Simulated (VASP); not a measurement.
The system is Al.

```
Al
1.0
    -1.72013    1.72013    3.18520
     1.72013   -1.72013    3.18520
     1.72013    1.72013   -3.18520
Al
2
Direct
  0.31021 0.31021 0.00000
  0.68979 0.68979 0.00000
```

The cell was built from a structure type or drawn by symmetry, and may not be a known phase.

| Property | Result |
| --- | --- |
| Program | VASP 6.6.1 |
| Task | relaxation of cell and atoms |
| Functional | PBE |
| Potentials or basis | VASP PAW PBE potentials, release 64 (Al) |
| Cutoff | 600 eV |
| k mesh | 8 × 8 × 8 |
| Occupations | gaussian, width 0.1 eV |
| Spin | no spin polarisation |

At the start: pressure 12.6 GPa; volume 18.85 Å³/atom.

Task: How do energy, volume and symmetry change on relaxing?

Result: Over 27 steps the energy falls by 449.6 meV/atom and the volume is 18.84 Å³/atom (-0.1 %); space group I4/mmm (No. 139, to 0.1 Å) before and after.

Step by step:
```csv
step,energy change (eV),largest force (eV/Å),pressure (GPa),volume (Å³)
1,0.0000,0.3133,12.62,37.70
2,-0.2631,0.3970,-1.14,46.37
3,-0.2677,0.3557,0.12,45.08
4,-0.2678,0.3609,-0.03,45.24
5,-0.2824,0.3290,-0.27,45.45
6,-0.3362,0.2954,-0.92,46.07
7,-0.4332,0.2960,-2.47,47.25
8,-0.1112,3.0489,-3.86,49.35
9,-0.4275,0.7088,-2.68,47.55
10,-0.4294,0.7182,-2.71,47.56
11,-0.4349,0.7483,-2.80,47.60
12,-0.4448,0.8133,-2.98,47.68
13,-0.4598,0.9728,-3.36,47.83
14,-0.4589,1.4429,-4.14,48.11
15,-0.4645,1.2151,-3.75,47.98
16,-0.4810,1.1764,-3.85,47.88
17,-0.5273,1.0665,-4.12,47.57
18,-0.6065,0.8725,-4.68,46.93
19,-0.7116,0.5583,-5.47,45.56
20,-0.8133,0.0108,-5.12,42.51
21,-0.7564,0.6571,6.49,35.40
22,-0.8391,0.1257,-4.57,41.33
23,-0.8723,0.1697,-3.00,39.92
24,-0.8929,0.2356,-0.33,38.01
25,-0.8932,0.2453,0.11,37.75
26,-0.8971,0.1303,0.07,37.72
27,-0.8992,0.0376,0.09,37.67
```

Final structure:
```yaml
crystal:
  lattice:
    - [-1.45389, 1.45389, 4.45571]
    - [1.45389, -1.45389, 4.45571]
    - [1.45389, 1.45389, -4.45571]
  atoms:
    - { symbol: Al, position: [0.35318, 0.35318, 0.00000] }
    - { symbol: Al, position: [0.64682, 0.64682, 0.00000] }
```

Caveat: a cell axis changed by over 15 % at a fixed basis, so the end point is rough.
